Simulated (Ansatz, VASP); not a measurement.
# Ti: VASP beside Ansatz

The input INCAR:

```
SYSTEM = Ti
  PREC = Accurate
  ENCUT = 520
  EDIFF = 1E-6
  ISMEAR = 0
  SIGMA = 0.15
  LREAL = .FALSE.
  LASPH = .TRUE.
  NELM = 100
  ALGO = Normal
  ISIF = 2
  LWAVE = .FALSE.
  LCHARG = .FALSE.
  GGA = PE
  NBANDS = 12
```

The input KPOINTS:

```
Automatic mesh
0
G
  20 20 20
  0 0 0
```

POSCAR

```
Ti
1.0
   -1.6276186075      1.6276186075      1.4648567468
    1.6276186075     -1.6276186075      1.4648567468
    1.6276186075      1.6276186075     -1.4648567468
Ti
1
Direct
    0.0000000000      0.0000000000      0.0000000000
```

Input for Ansatz:

```yaml
crystal:
  lattice:
    - [-1.6276186075, 1.6276186075, 1.4648567468]
    - [1.6276186075, -1.6276186075, 1.4648567468]
    - [1.6276186075, 1.6276186075, -1.4648567468]
  atoms:
    - { symbol: Ti, position: [0.0, 0.0, 0.0] }
basis:
  ecutwfc: 520.0
kpoints:
  mp_grid: { grid: [20, 20, 20] }
hamiltonian:
  xc: pbe
  pseudopotentials: { kind: paw, azcp: { folder: soft_1 } }
scf:
  occupations: { method: gaussian, width: 0.15 }
output:
  forces: true
  stress: true
  eigenvalues: true
```

Change from the starting cell: engineering shear strain xy +0.0000, normal strain along z -0.1000.

Alike in both runs: task single point; functional PBE; k mesh 20 × 20 × 20; occupations gaussian, width 0.15 eV; no spin polarisation.

|  | VASP | Ansatz |
| --- | --- | --- |
| version | VASP 6.6.1 | Ansatz 0.2.0 |
| potentials or method | VASP PAW PBE potentials, release 64 (Ti_sv), cutoff 520 eV | scalar-relativistic, plane waves, PAW |
| valence electrons in the cell | 12 | 12 |

```tsv
	VASP	Ansatz	Ansatz less VASP
gap on the k mesh at the Fermi level (eV)	none	none	-
pressure (GPa)	13.2	13.5	+0.38
traceless stress, the component that is largest in VASP (GPa)	-1.56	-1.51	+0.051
```

A gap of «none» marks a metal or a gap that the smearing closes.
